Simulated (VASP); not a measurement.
# SnSe (P1) in VASP: further runs, part 2 of 2

VASP 6.6.1.

### Step 5. Single point, PBEsol

This run uses another cell than the first one, of 27.45 Å³/atom, 0.995 times its volume.

File INCAR:

```
PREC = Accurate ; ENCUT = 500
EDIFF = 1E-6 ; ISMEAR = 0
SIGMA = 0.01 ; LREAL = F
LASPH = T ; NELM = 120
ALGO = Normal ; ISIF = 2
LWAVE = F ; LCHARG = T
GGA = PS ; LELF = T
LVHAR = T ; NBANDS = 17
GGA_COMPAT = F
```

File KPOINTS:

```
regular mesh
0
Gamma
  4 4 4
```

File POSCAR:

```
SnSe
1.0
   -0.0316470784      3.1410074694      3.1369242974
    2.8884198575      0.0703523537      3.0349248654
    2.9177208590      3.0682990556      0.0410513521
Sn Se
1 1
Direct
    0.0092900000      0.9516900000      0.0730100000
    0.5035700000      0.5245600000      0.4910800000
```

Potentials or basis: VASP PAW PBE potentials, release 64 (Sn_d, Se).

Started as:

```console
> cat potpaw_PBE.64/Sn_d/POTCAR potpaw_PBE.64/Se/POTCAR > POTCAR
> mpirun -np 1 vasp_std > vasp.out
```

OUTCAR:

```text
PREC = Accurate
   ENCUT = 500
   EDIFF = 1E-6
   ISMEAR = 0
   LREAL = F
   LASPH = T
   NELM = 120
   ISIF = 2
   GGA = PS

 ion  position               nearest neighbor table
   1  0.009  0.952  0.073-   2 2.82   2 2.89   2 2.91   2 2.97   2 3.27
   2  0.504  0.525  0.491-   1 2.82   1 2.89   1 2.91   1 2.97   1 3.27

  Warning from LATTYP: Got some problem with cell dimensions!
  Tried to take original basis but could not verify dimensions!
  LATTYP: Found a triclinic cell.
 ALAT       =     4.2342932491
 B/A-ratio  =     1.0484115311
 C/A-ratio  =     1.0006295628
 COS(alpha) =     0.0012808259
 COS(beta)  =     0.5106420047
 COS(gamma) =     0.5146498926

  Lattice vectors:

 A1 = (  -2.9177208590,  -3.0682990556,  -0.0410513521)
 A2 = (   0.0316470784,  -3.1410074694,  -3.1369242974)
 A3 = (  -0.0293010015,  -2.9979467019,   2.9938735133)

Analysis of symmetry for initial positions (statically):
=====================================================================
 Subroutine PRICEL returns:
 Original cell was already a primitive cell.

 Routine SETGRP: Setting up the symmetry group for a
 triclinic supercell.

 Subroutine GETGRP returns: Found  1 space group operations
 (whereof  1 operations were pure point group operations)
 out of a pool of  2 trial point group operations.

The static configuration has the point symmetry C_1 .

Analysis of symmetry for dynamics (positions and initial velocities):
=====================================================================
 Subroutine PRICEL returns:
 Original cell was already a primitive cell.

 Routine SETGRP: Setting up the symmetry group for a
 triclinic supercell.

 Subroutine GETGRP returns: Found  1 space group operations
 (whereof  1 operations were pure point group operations)
 out of a pool of  2 trial point group operations.

The dynamic configuration has the point symmetry C_1 .

 Subroutine INISYM returns: Found  1 space group operations
 (whereof  1 operations are pure point group operations),
 and found     1 'primitive' translations

----------------------------------------------------------------------------------------

                                     Primitive cell

  volume of cell :      54.8932

  direct lattice vectors                    reciprocal lattice vectors
    -0.031647078  3.141007469  3.136924297    -0.169586985  0.159154378  0.157711163
     2.888419858  0.070352354  3.034924865     0.172991965 -0.166759668  0.168721972
     2.917720859  3.068299056  0.041051352     0.169639134  0.166811265 -0.165316978

  length of vectors
     4.439281869  4.190308779  4.234293249     0.281002975  0.293601959  0.289712162

  position of ions in fractional coordinates (direct lattice)
     0.009290000  0.951690000  0.073010000
     0.503570000  0.524560000  0.491080000

  ion indices of the primitive-cell ions
   primitive index   ion index
                 1           1
                 2           2

----------------------------------------------------------------------------------------

 KPOINTS: regular mesh

Automatic generation of k-mesh.
 Grid dimensions read from file:
 generate k-points for:    4    4    4

 Generating k-lattice:

  Cartesian coordinates                     Fractional coordinates (reciprocal lattice)
    -0.042396746  0.039788594  0.039427791     0.250000000  0.000000000 -0.000000000
     0.043247991 -0.041689917  0.042180493     0.000000000  0.250000000 -0.000000000
     0.042409783  0.041702816 -0.041329245     0.000000000 -0.000000000  0.250000000

  Length of vectors
     0.070250744  0.073400490  0.072428041

  Shift w.r.t. Gamma in fractional coordinates (k-lattice)
     0.000000000  0.000000000  0.000000000

 Subroutine IBZKPT returns following result:
 ===========================================

 Found     36 irreducible k-points:

 Following reciprocal coordinates:
            Coordinates               Weight
  0.000000  0.000000  0.000000      1.000000
  0.250000 -0.000000  0.000000      2.000000
  0.500000 -0.000000  0.000000      1.000000
  0.000000  0.250000 -0.000000      2.000000
  0.250000  0.250000  0.000000      2.000000
  0.500000  0.250000  0.000000      2.000000
[... 16 lines left out ...]
  0.000000 -0.250000  0.250000      2.000000
  0.250000 -0.250000  0.250000      2.000000
 [... further k-points ...]
   k-points           NKPTS =     36   k-points in BZ     NKDIM =     36   number of bands    NBANDS=     17
   number of dos      NEDOS =    301   number of ions     NIONS =      2
   total plane-waves  NPLWV =  32768
   dimension x,y,z NGX =    32 NGY =   32 NGZ =   32
   dimension x,y,z NGXF=    64 NGYF=   64 NGZF=   64
   ions per type =               1   1
   NGX,Y,Z   is equivalent  to a cutoff of  11.98, 12.70, 12.56 a.u.
   NGXF,Y,Z  is equivalent  to a cutoff of  23.97, 25.39, 25.13 a.u.
 SYSTEM =  unknown system
   PREC   = accura    normal or accurate (medium, high low for compatibility)
   ISTART =      0    job   : 0-new  1-cont  2-samecut
   ICHARG =      2    charge: 1-file 2-atom 10-const
   ISPIN  =      1    spin polarized calculation?
   LNONCOLLINEAR =      F non collinear calculations
   LSORBIT =      F    spin-orbit coupling
   LASPH  =      T    aspherical Exc in radial PAW
   ENCUT  =  500.0 eV  36.75 Ry    6.06 a.u.   8.09  7.64  7.72*2*pi/ulx,y,z
   NELM   =    120;   NELMIN=  2; NELMDL= -5     # of ELM steps
   EDIFF  = 0.1E-05   stopping-criterion for ELM
   LREAL  =      F    real-space projection
   EDIFFG = 0.1E-04   stopping-criterion for IOM
   NSW    =      0    number of steps for IOM
   IBRION =     -1    ionic relax: 0-MD 1-quasi-New 2-CG
   NFREE  =      0    steps in history (QN), initial steepest desc. (CG)
   ISIF   =      2    stress and relaxation
   ISYM   =      2    0-nonsym 1-usesym 2-fastsym
   POTIM  = 0.5000    time-step for ionic-motion
   TEBEG  =    0.0;   TEEND  =   0.0 temperature during run
   PSTRESS=    0.0 pullay stress
   NELECT =      20.0000    total number of electrons
   NUPDOWN=      -1.0000    fix difference up-down
   EMIN   =  10.00;   EMAX   =-10.00  energy-range for DOS
   EFERMI =   0.00;   METHOD = LEGACY
   ISMEAR =     0;   SIGMA  =   0.01  broadening in eV -4-tet -1-fermi 0-gaus
   EFERMI_NEDOS =   21; number of points for ismear=-14 and -15
   IALGO  =     38    algorithm
   IMIX   =      4    mixing-type and parameters
     AMIX     =   0.40;   BMIX     =  1.00
     AMIX_MAG =   1.60;   BMIX_MAG =  1.00
  volume/ion in A,a.u.               =      27.45       185.22
  Fermi-wavevector in a.u.,A,eV,Ry     =   1.169263  2.209586 18.601543  1.367175
  Thomas-Fermi vector in A             =   2.305738
   LORBIT       =      0    0 simple, 1 ext, 2 COOP (PROOUT), +10 PAW based schemes
   GGA     = PS    functional components
   LHFCALC =     F    Hartree Fock is set to
   AEXX    =    0.0000 exact exchange contribution
   IVDW    =     0    specifies the selected vdW correction
   LEPSILON=     F    determine dielectric tensor
   LRPA    =     F    only Hartree local field effects (RPA)
 non-spin polarized calculation
 Gauss-broadening in eV      SIGMA  =   0.01
  energy-cutoff  :      500.00
  volume of cell :       54.89
 maximum number of plane-waves:      1406
   NGX = 17   NGY = 15   NGZ = 15

 number of electron      20.0000002 magnetization

 Free energy of the ion-electron system (eV)
  ---------------------------------------------------
  ext. energy  EPLUGINS =         0.00000000
  ---------------------------------------------------
  free energy    TOTEN  =        -8.98294152 eV

  energy without entropy =       -8.98294152  energy(sigma->0) =       -8.98294152

 E-fermi :   5.6380     XC(G=0):  -9.7460

 val. band max:        5.5319215234   @ k =   0.5000  -0.0000   0.0000
 cond. band min:       5.9596026076   @ k =   0.5000   0.5000   0.5000
 fundamental gap:      0.4276810842
 Fermi energy:         5.6379724313

 k-point     1 :       0.0000    0.0000    0.0000
  band No.  band energies     occupation
      1     -16.1026      2.00000
      2     -16.0967      2.00000
      3     -16.0912      2.00000
      4     -16.0862      2.00000
      5     -16.0849      2.00000
      6      -8.6195      2.00000
[... 9 lines left out ...]
     16      12.2189      0.00000
     17      13.3471      0.00000
[... 441 lines left out ...]
 k-point    24 :       0.2500   -0.2500    0.2500
  band No.  band energies     occupation
      1     -16.1155      2.00000
      2     -16.0921      2.00000
      3     -16.0900      2.00000
      4     -16.0831      2.00000
      5     -16.0704      2.00000
      6      -7.5852      2.00000
[... 9 lines left out ...]
     16      16.1103      0.00000
     17      16.4969      0.00000

 [... further k-points ...]
[... 5 lines left out ...]
  --------------------------------------------------------------------------------------
  -------------------------------------------------------------------------------------
  Total        0.3486416     -0.9624585     -1.2210319      0.0307012     -0.3867480      0.1211909
  in kB       10.1758650    -28.0914531    -35.6384823      0.8960828    -11.2880839      3.5372210
  external PRESSURE =     -17.8513568 kB  Pullay stress =       0.0000000 kB

 VOLUME and BASIS-vectors are now :
 -----------------------------------------------------------------------------
  energy-cutoff  :      500.00
  volume of cell :       54.89
      direct lattice vectors                 reciprocal lattice vectors
    -0.031647078  3.141007469  3.136924297    -0.169586985  0.159154378  0.157711163
     2.888419858  0.070352354  3.034924865     0.172991965 -0.166759668  0.168721972
     2.917720859  3.068299056  0.041051352     0.169639134  0.166811265 -0.165316978

 POSITION                                       TOTAL-FORCE (eV/Angst)
 -----------------------------------------------------------------------------------
      2.96161      0.32015      2.92045        -0.025683     -0.123159      0.102644
      2.93205      3.12540      3.19182         0.025683      0.123159     -0.102644
 -----------------------------------------------------------------------------------
    total drift:                                0.000230     -0.000076      0.000261

  FREE ENERGIE OF THE ION-ELECTRON SYSTEM (eV)
  ---------------------------------------------------
  free  energy   TOTEN  =        -8.9829415177 eV

  energy  without entropy=       -8.9829415177  energy(sigma->0) =       -8.98294152
```

Run time: 15 s. Hardware: 1 thread of Intel Xeon Platinum 8375C at 2.90GHz (Ice Lake), shared host; peak memory 0.19 GiB.

What came out:

| Quantity | Value |
| --- | --- |
| Free energy | -8.9829 eV |
| Pressure | -1.8 GPa |
| Largest force | 0.162 eV/Å |
| Band gap on the k mesh | 0.43 eV, indirect (least direct gap 0.53 eV) |

Forces in eV/Å, atoms in the order of the input:
```
Sn  -0.026 -0.123  0.103
Se   0.026  0.123 -0.103
```

Stress tensor (GPa, compression positive):
```
 1.02  0.09  0.35
 0.09 -2.81 -1.13
 0.35 -1.13 -3.56
```

Levels at points of the mesh, in eV from the valence-band top:
| k point | band 7 | band 8 | band 9 | band 10 | band 11 | band 12 | band 13 | band 14 |
| --- | --- | --- | --- | --- | --- | --- | --- | --- |
| (0.00, 0.00, 0.00) | -5.24 | -2.69 | -2.55 | -2.00 | 3.32 | 3.87 | 4.07 | 5.24 |
| (0.50, 0.00, 0.00) | -8.42 | -2.32 | -2.22 | 0.00 | 0.53 | 1.61 | 1.64 | 7.55 |
| (0.00, 0.50, 0.00) | -8.04 | -2.68 | -2.20 | -0.83 | 0.51 | 1.08 | 1.33 | 7.75 |
| (0.50, 0.50, 0.00) | -6.62 | -5.14 | -3.99 | -3.49 | 2.44 | 4.64 | 5.56 | 6.19 |
| (0.00, 0.00, 0.50) | -8.05 | -2.62 | -2.14 | -0.82 | 0.69 | 1.09 | 1.41 | 7.68 |
| (0.50, 0.00, 0.50) | -6.82 | -4.93 | -4.02 | -3.49 | 2.60 | 4.60 | 5.63 | 6.05 |
| (0.00, 0.50, 0.50) | -6.40 | -5.70 | -4.25 | -3.37 | 2.04 | 5.19 | 5.64 | 6.07 |
| (0.50, 0.50, 0.50) | -8.33 | -2.37 | -2.29 | -0.14 | 0.43 | 1.43 | 1.60 | 7.53 |

Caveat: the k points lie up to 0.46 Å⁻¹ apart; the PAW data sets were made with another functional, which shifts forces and pressure a little; spin-orbit coupling is left out, which moves the levels of the heavy elements.

### Step 6. The runs side by side

| cell | gap on the mesh (eV) | pressure (GPa) | largest force (eV/Å) |
| --- | --- | --- | --- |
| a = 4.447, b = 4.197, c = 4.241 Å, angles 60.4, 59.0, 58.8°, 2 atoms | 0.43 | -2.1 | 0.13 |
| a = 4.454, b = 4.204, c = 4.248 Å, angles 60.4, 59.0, 58.8°, 2 atoms | 0.39 | -2.2 | 0.13 |
| a = 4.439, b = 4.190, c = 4.234 Å, angles 60.4, 59.0, 58.8°, 2 atoms | 0.43 | -1.8 | 0.16 |

Some of these runs hold the atoms at other places in the same cell, which the table doesn't show; runs alike in all that it shows share one row.

Alike in all rows: task single point; level PBEsol; potentials or basis VASP PAW PBE potentials, release 64 (Sn_d, Se); no spin polarisation; k mesh 4 × 4 × 4; cutoff (eV) 500; smearing gaussian 0.01 eV.

Caveats: all runs use coarse meshes; the PAW data sets were made with another functional, which shifts forces and pressure a little; spin-orbit coupling is left out, which moves the levels of the heavy elements.

Absolute energies hang on the potentials; compare differences alone.
